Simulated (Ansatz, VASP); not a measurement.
Te2Mo in VASP and in Ansatz

Contents of INCAR:

```
SYSTEM = Te2Mo
PREC     = Accurate       ! precision mode
ENCUT    = 520            ! plane-wave cutoff, eV
EDIFF    = 1E-7           ! SCF threshold, eV
ISMEAR   = -1             ! smearing method
SIGMA    = 0.1            ! smearing width, eV
LREAL    = .FALSE.        ! projectors in reciprocal space
LASPH    = .TRUE.         ! aspherical terms in the spheres
NELM     = 100            ! most SCF steps
ALGO     = Normal         ! electronic algorithm
ISIF     = 2              ! what is computed and relaxed
LWAVE    = .FALSE.        ! write WAVECAR
LCHARG   = .TRUE.         ! write CHGCAR
GGA      = PE             ! functional
LELF     = .TRUE.         ! ELF
LVHAR    = .TRUE.       
NBANDS   = 35             ! bands
```

The input KPOINTS:

```
Automatic mesh
0
G
  8 8 2
  0 0 0
```

Contents of POSCAR:

```
Te2Mo
1.0
    3.4463798477      0.0000000000      0.0000000000
   -1.7231899238      2.9846529149      0.0000000000
    0.0000000000      0.0000000000     13.6883444487
Te Mo
4 2
Direct
    0.3333333333      0.6666666667      0.6210000000
    0.6666666667      0.3333333333      0.1210000000
    0.3333333333      0.6666666667      0.8790000000
    0.6666666667      0.3333333333      0.3790000000
    0.3333333333      0.6666666667      0.2500000000
    0.6666666667      0.3333333333      0.7500000000
```

Input for Ansatz:

```yaml
crystal:
  lattice:
    - [3.446379847683089, 0.0, 0.0]
    - [-1.7231899238415445, 2.9846529149261176, 0.0]
    - [0.0, 0.0, 13.68834444874777]
  atoms:
    - { symbol: Te, position: [0.3333333333333333, 0.6666666666666666, 0.621] }
    - { symbol: Te, position: [0.6666666666666666, 0.3333333333333333, 0.121] }
    - { symbol: Te, position: [0.3333333333333333, 0.6666666666666666, 0.879] }
    - { symbol: Te, position: [0.6666666666666666, 0.3333333333333333, 0.379] }
    - { symbol: Mo, position: [0.3333333333333333, 0.6666666666666666, 0.25] }
    - { symbol: Mo, position: [0.6666666666666666, 0.3333333333333333, 0.75] }
basis:
  ecutwfc: 550.0
kpoints:
  mp_grid:
    grid: [8, 8, 2]
hamiltonian:
  xc: pbe
scf:
  occupations:
    method: fermi_dirac
    width: 0.1
output:
  stress: true
```

Alike in both runs: task single point; functional PBE; k mesh 8 × 8 × 2; occupations fermi-dirac, width 0.1 eV; no spin polarisation.

```csv
,VASP,Ansatz
version,VASP 6.6.1,Ansatz 0.2.0
potentials or method,"VASP PAW PBE potentials, release 64 (Te, Mo_sv), cutoff 520 eV","plane waves, PAW"
valence electrons in the cell,52,92
```

```tsv
	VASP	Ansatz	Ansatz less VASP
pressure (GPa)	10.5	10.5	-0.02
traceless stress, the component that is largest in VASP (GPa)	1.70	1.63	-0.074
```

VASP's potentials hold 52 valence electrons a cell and Ansatz's 92, so a difference there can come from the potentials and not from the codes.

Neither program's run includes spin-orbit coupling.
